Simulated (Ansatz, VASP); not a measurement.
# SrCl2 in VASP and in Ansatz

File POSCAR:

```
SrCl2
1.0
    4.4072489055      0.0000000000      0.0000000000
   -2.2036244528      3.8167895130      0.0000000000
    0.0000000000      0.0000000000      5.5960650195
Sr Cl
1 2
Direct
    0.0000000000      0.0000000000      0.0000000000
    0.3333333333      0.6666666667      0.2486950203
    0.6666666667      0.3333333333      0.7513049797
```

Contents of INCAR.step1:

```
SYSTEM = SrCl2
PREC     = Accurate       ! precision mode
ENCUT    = 520            ! plane-wave cutoff, eV
ISMEAR   = 0              ! smearing method
SIGMA    = 0.01           ! smearing width, eV
LREAL    = .FALSE.        ! projectors in reciprocal space
LASPH    = .TRUE.         ! aspherical terms in the spheres
NELM     = 100            ! most SCF steps
NBANDS   = 19             ! bands
GGA      = PE             ! functional
ALGO     = Normal         ! electronic algorithm
EDIFF    = 1E-4           ! SCF threshold, eV
LWAVE    = .TRUE.         ! write WAVECAR
LCHARG   = .FALSE.        ! write CHGCAR
```

INCAR.step2

```
SYSTEM = SrCl2
PREC     = Accurate       ! precision mode
ENCUT    = 520            ! plane-wave cutoff, eV
EDIFF    = 1E-7           ! SCF threshold, eV
ISMEAR   = 0              ! smearing method
SIGMA    = 0.01           ! smearing width, eV
LREAL    = .FALSE.        ! projectors in reciprocal space
LASPH    = .TRUE.         ! aspherical terms in the spheres
NELM     = 100            ! most SCF steps
ALGO     = Normal         ! electronic algorithm
ISIF     = 2              ! what is computed and relaxed
LWAVE    = .FALSE.        ! write WAVECAR
LCHARG   = .FALSE.        ! write CHGCAR
METAGGA  = R2SCAN         ! meta-GGA
LMIXTAU  = .TRUE.       
NBANDS   = 19             ! bands
ISTART   = 1
```

KPOINTS

```
Automatic mesh
0
G
  6 6 4
  0 0 0
```

Input for Ansatz:

```yaml
crystal:
  lattice:
    - [4.4072489055, 0.0, 0.0]
    - [-2.2036244528, 3.816789513, 0.0]
    - [0.0, 0.0, 5.5960650195]
  atoms:
    - { symbol: Sr, position: [0.0, 0.0, 0.0] }
    - { symbol: Cl, position: [0.3333333333, 0.6666666667, 0.2486950203] }
    - { symbol: Cl, position: [0.6666666667, 0.3333333333, 0.7513049797] }
kpoints:
  mp_grid: { grid: [6, 6, 4] }
hamiltonian:
  xc: r2scan
scf:
  occupations: { method: fixed }
output:
  optics:
    e_range: [0, 20]
    de: 0.05
    sigma: 0.1
    bands: { spectra_wanted_up_to: 20 }
```

Alike in both runs: task single point; functional r2SCAN; k mesh 6 × 6 × 4; no spin polarisation.

|  | VASP | Ansatz |
| --- | --- | --- |
| version | VASP 6.6.1 | Ansatz 0.2.0 |
| potentials or method | VASP PAW PBE potentials, release 64 (Sr_sv, Cl) | plane waves, PAW |
| plane-wave cutoff (eV) | 520 | 500 |
| occupations | gaussian, width 0.01 eV | fixed |
| valence electrons in the cell | 24 | 24 |

|  | VASP | Ansatz | Ansatz less VASP |
| --- | --- | --- | --- |
| gap on the k mesh at the Fermi level (eV) | 5.79 | 5.79 | +0.001 |

VASP's potentials were made for PBE, not for r2SCAN.
